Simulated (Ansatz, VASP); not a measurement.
# BaZrO3: VASP beside Ansatz

File INCAR:

```
PREC = Accurate
ENCUT = 1340
EDIFF = 1E-6
ISMEAR = 0
SIGMA = 0.01
LREAL = False
LASPH = True
NELM = 120
ALGO = Normal
ISIF = 2
LWAVE = False
LCHARG = False
GGA = PE
NBANDS = 28
GGA_COMPAT = False
```

File KPOINTS:

```
Automatic mesh
0
Gamma
  6 6 6
```

Contents of POSCAR:

```
BaZrO3
1.0
    4.1409632885      0.0000000000      0.0000000000
    0.0000000000      4.1409632885      0.0000000000
    0.0000000000      0.0000000000      4.1409632885
Ba Zr O
1 1 3
Direct
    0.0000000000      0.0000000000      0.0000000000
    0.5000000000      0.5000000000      0.5000000000
    0.5000000000      0.5000000000      0.0000000000
    0.5000000000      0.0000000000      0.5000000000
    0.0000000000      0.5000000000      0.5000000000
```

Input for Ansatz:

```yaml
crystal:
  lattice:
    - [4.1409632885, 0.0, 0.0]
    - [0.0, 4.1409632885, 0.0]
    - [0.0, 0.0, 4.1409632885]
  atoms:
    - { symbol: Ba, position: [0.0, 0.0, 0.0] }
    - { symbol: Zr, position: [0.5, 0.5, 0.5] }
    - { symbol: O, position: [0.5, 0.5, 0.0] }
    - { symbol: O, position: [0.5, 0.0, 0.5] }
    - { symbol: O, position: [0.0, 0.5, 0.5] }
kpoints:
  mp_grid: { grid: [6, 6, 6] }
hamiltonian:
  xc: pbe
scf:
  occupations: { method: fixed }
  n_extra_bands: 5
output:
  forces: true
  stress: true
  eigenvalues: true
```

Alike in both runs: task single point; functional PBE; k mesh 6 × 6 × 6; no spin polarisation.

|  | VASP | Ansatz |
| --- | --- | --- |
| version | VASP 6.6.1 | Ansatz 0.2.0 |
| potentials or method | VASP PAW PBE potentials, release 64 (Ba_sv, Zr_sv, O_h) | plane waves, PAW |
| plane-wave cutoff (eV) | 1340 | 420 |
| occupations | gaussian, width 0.01 eV | fixed |
| valence electrons in the cell | 40 | 40 |

|  | VASP | Ansatz | Ansatz less VASP |
| --- | --- | --- | --- |
| gap on the k mesh at the Fermi level (eV) | 3.27 | 3.32 | +0.050 |
| pressure (GPa) | 11.7 | 10.6 | -1.07 |

Spin-orbit coupling is off throughout.
